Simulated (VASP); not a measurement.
AlN, 2 atoms in the cell. The structure is cubic, space group Fm-3m (No. 225). Conventional cell: a = 3.912 Å, b = 3.912 Å, c = 3.912 Å, α = 90.00°, β = 90.00°, γ = 90.00°. Al (site symmetry m-3m) has 6 N at 1.96 Å within 2.6 Å. N (site symmetry m-3m) has 6 Al at 1.96 Å within 2.6 Å. 

```yaml
Program: VASP 6.6.1
Task: single point
Functional: LDA
Potentials_or_basis: VASP PAW LDA potentials, release 64 (Al, N)
Cutoff: 600 eV
k_mesh: 8 × 8 × 8
Occupations: gaussian, width 0.01 eV
Spin: no spin polarisation
Dipole_correction: no
Further_INCAR_settings: ALGO = Normal; EDIFF = 1e-06; NBANDS = 11
```

Potentials or basis: VASP PAW LDA potentials, release 64 (Al, N).

Launch:

```console
$ cat potpaw_LDA.64/Al/POTCAR potpaw_LDA.64/N/POTCAR > POTCAR
$ mpirun -np 1 vasp_std > vasp.out
```

Hardware: 1 thread of Intel Xeon 6975P-C, with other jobs on the host.

Q: Estimate the wall time of this run.

A: Wall time 2.6 s on 1 thread of Intel Xeon 6975P-C (shared host), peak memory 0.12 GiB. Counts: scf iterations 11, k points 29.
